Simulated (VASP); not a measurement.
Input of a VASP 6.6.1 run:

Contents of INCAR:

```
SYSTEM = C
ALGO = Normal
DIPOL = 0.5 0.5 0.500
EDIFF = 1E-6
ENCUT = 520
GGA = PE
IDIPOL = 3
ISIF = 2
ISMEAR = 0
IVDW = 12
LASPH = .TRUE.
LCHARG = .TRUE.
LDIPOL = .TRUE.
LELF = .TRUE.
LREAL = .FALSE.
LVACPOTAV = .TRUE.
LVHAR = .TRUE.
LWAVE = .FALSE.
NBANDS = 11
NELM = 100
PREC = Accurate
SIGMA = 0.05
```

Contents of KPOINTS:

```
k-points
0
G
  48 48 1
  0 0 0
```

The input POSCAR:

```
C
1.0
    2.4656726626      0.0000000029      0.0000000000
   -1.2328363338      2.1353351617      0.0000000000
    0.0000000000      0.0000000000     20.0000416924
C
2
Direct
    0.6666666667      0.3333333333      0.5000000000
    0.3333333333      0.6666666667      0.5000000000
```

Potentials or basis: VASP PAW PBE potentials, release 64 (C).

Run with:

```bash
$ cat potpaw_PBE.64/C/POTCAR > POTCAR
$ mpirun -np 1 vasp_std > vasp.out
```

(1) Predict the dispersion energy per atom.

(2) What does it give for the band gap on the k mesh?

Answers

(1) -0.089 eV.

(2) zero (filled and empty bands touch).
